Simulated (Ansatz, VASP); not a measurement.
## Two plane-wave programs on Se

The input INCAR:

```
SYSTEM = Se
  PREC = Accurate
  ENCUT = 520
  EDIFF = 1E-7
  ISMEAR = 0
  SIGMA = 0.05
  LREAL = .FALSE.
  LASPH = .TRUE.
  NELM = 80
  ALGO = Normal
  ISIF = 2
  LWAVE = .FALSE.
  LCHARG = .TRUE.
  GGA = PE
  IVDW = 12
  LELF = .TRUE.
  LVHAR = .TRUE.
  NBANDS = 16
```

The input KPOINTS:

```
regular mesh
0
G
  9 9 8
  0 0 0
```

File POSCAR:

```
Se
1.0
    4.2945953382      0.0000000000      0.0000000000
   -2.1472976691      3.7192286618      0.0000000000
    0.0000000000      0.0000000000      4.6012294453
Se
3
Direct
    0.2473450691      0.0000000000      0.3333333333
    0.0000000000      0.2473450691      0.6666666667
    0.7526549309      0.7526549309      0.0000000000
```

Input for Ansatz:

```yaml
crystal:
  lattice:
    - [4.2945953382, 0.0, 0.0]
    - [-2.1472976691, 3.7192286618, 0.0]
    - [0.0, 0.0, 4.6012294453]
  atoms:
    - { symbol: Se, position: [0.2473450691, 0.0, 0.3333333333] }
    - { symbol: Se, position: [0.0, 0.2473450691, 0.6666666667] }
    - { symbol: Se, position: [0.7526549309, 0.7526549309, 0.0] }
basis:
  ecutwfc: 420
kpoints:
  mp_grid: { grid: [9, 9, 8] }
hamiltonian:
  xc: pbe
  dispersion: d3bj
scf:
  occupations: { method: gaussian, width: 0.05 }
output:
  forces: true
  stress: true
  eigenvalues: true
```

Alike in both runs: task single point; functional PBE; dispersion D3(BJ); k mesh 9 × 9 × 8; occupations gaussian, width 0.05 eV; no spin polarisation.

|  | VASP | Ansatz |
| --- | --- | --- |
| version | VASP 6.6.1 | Ansatz 0.2.0 |
| potentials or method | VASP PAW PBE potentials, release 64 (Se), cutoff 520 eV | scalar-relativistic, plane waves, PAW |
| valence electrons in the cell | 18 | 48 |

```tsv
	VASP	Ansatz	Ansatz less VASP
gap on the k mesh at the Fermi level (eV)	0.22	0.22	0.000
least direct gap on the mesh (eV)	1.42	1.42	+0.003
pressure (GPa)	3.0	2.9	-0.14
traceless stress, the component that is largest in VASP (GPa)	3.72	3.69	-0.025
rms of the force components (eV/Å)	0.113	0.096	-0.0173
```

Atom by atom the forces differ by 0.017 eV/Å (rms over components). VASP's potentials hold 18 valence electrons a cell and Ansatz's 48, so a difference there can come from the potentials and not from the codes.
